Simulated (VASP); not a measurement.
Write the native input for VASP 6.6.1 that does the following.

| Property | Result |
| --- | --- |
| Task | single point |
| Functional | PBEsol |
| Potentials or basis | VASP PAW PBE potentials, release 64 (Ti_sv, Co) |
| Cutoff | 520 eV |
| k mesh | 16 × 16 × 16 |
| Occupations | gaussian, width 0.15 eV |
| Spin | collinear spin, ferromagnetic start |
| Starting moments | [0.0, 0.4] μB |
| Dipole correction | no |
| Further INCAR settings | ALGO = Fast; EDIFF = 1e-06; NBANDS = 22 |

The structure of TiCo lies in POSCAR:

```
TiCo
1.0
    2.9861109900      0.0000000000      0.0000000000
    0.0000000000      2.9861109900      0.0000000000
    0.0000000000      0.0000000000      2.9861109900
Ti Co
1 1
Direct
    0.0000000000      0.0000000000      0.0209302334
    0.5000000000      0.5000000000      0.5000000000
```

This cell differs from its parent crystal: all Ti atoms moved +0.062 Å, as atom 1 along Cartesian [0 0 1].

One way to write it, as run:

INCAR

```
  PREC = Accurate
  ENCUT = 520
  EDIFF = 1E-6
  ISMEAR = 0
  SIGMA = 0.15
  LREAL = False
  LASPH = True
  NELM = 150
  ALGO = Fast
  ISIF = 2
  LWAVE = False
  LCHARG = True
  ISPIN = 2
  MAGMOM = 0 0.4
  LORBIT = 11
  LMAXMIX = 4
  GGA = PS
  LELF = True
  LVHAR = True
  NBANDS = 22
```

KPOINTS

```
regular mesh
0
Gamma
  16 16 16
```

Potentials or basis: VASP PAW PBE potentials, release 64 (Ti_sv, Co).

Launch:

```bash
$ cat potpaw_PBE.64/Ti_sv/POTCAR potpaw_PBE.64/Co/POTCAR > POTCAR
$ mpirun -np 1 vasp_std > vasp.out
```

It gave:

| Property | Result |
| --- | --- |
| Pressure | -7.9 GPa |
| Largest force | 0.273 eV/Å |
| Net moment | 0.76 μB per cell |
| Site moments | Ti -0.02; Co +0.82 μB |
| Valence electrons inside the program's atomic spheres | Ti 10.29; Co 8.29 |

Caveat: the cell differs from its parent crystal (all Ti atoms moved +0.062 Å, as atom 1 along Cartesian [0 0 1]); the cell stands under tension; the PAW data sets were made with another functional, which shifts forces and pressure a little.

Wall time 5.3 min on 1 thread of Intel(R) Xeon(R) 6975P-C (Granite Rapids), on a shared host, peak memory 0.45 GiB.
